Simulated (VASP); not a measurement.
Write the native input for VASP 6.6.1 that does the following.

```yaml
Task: single point
Functional: PBEsol
Potentials_or_basis: VASP PAW PBE potentials, release 64 (Sn_d, Se)
Cutoff: 520 eV
k_mesh: 6 × 6 × 6
Occupations: gaussian, width 0.01 eV
Spin: no spin polarisation
Dipole_correction: no
Further_INCAR_settings: ALGO = Normal; EDIFF = 1e-06; NBANDS = 17
```

The structure of SnSe lies in POSCAR:

```
SnSe
1.0
    0.0000000000      2.9485541872      2.9485541872
    2.9485541872      0.0000000000      2.9485541872
    2.9485541872      2.9485541872      0.0000000000
Sn Se
1 1
Direct
    0.0000000000      0.0000000000      0.0000000000
    0.5000000000      0.5000000000      0.5000000000
```

One way to write it, as run:

INCAR

```
SYSTEM = SnSe
PREC     = Accurate       ! precision mode
ENCUT    = 520            ! plane-wave cutoff, eV
EDIFF    = 1E-6           ! SCF threshold, eV
ISMEAR   = 0              ! smearing method
SIGMA    = 0.01           ! smearing width, eV
LREAL    = .False.        ! projectors in reciprocal space
LASPH    = .True.         ! aspherical terms in the spheres
NELM     = 100            ! most SCF steps
ALGO     = Normal         ! electronic algorithm
ISIF     = 2              ! what is computed and relaxed
LWAVE    = .False.        ! write WAVECAR
LCHARG   = .True.         ! write CHGCAR
GGA      = PS             ! functional
LELF     = .True.         ! ELF
LVHAR    = .True.       
NBANDS   = 17             ! bands
```

KPOINTS

```
Automatic mesh
0
Gamma
  6 6 6
  0 0 0
```

Potentials or basis: VASP PAW PBE potentials, release 64 (Sn_d, Se).

Command:

```console
$ cat potpaw_PBE.64/Sn_d/POTCAR potpaw_PBE.64/Se/POTCAR > POTCAR
$ mpirun -np 1 vasp_std > vasp.out
```

It gave:

| Quantity | Value |
| --- | --- |
| Pressure | 1.1 GPa |
| Band gap on the k mesh | 0.93 eV, direct |

Caveat: the PAW data sets were made with another functional, which shifts forces and pressure a little; spin-orbit coupling is left out, which moves the levels of the heavy elements.

Wall time 13 s on 1 thread of Intel Xeon 8259CL, on a shared host, peak memory 0.17 GiB.
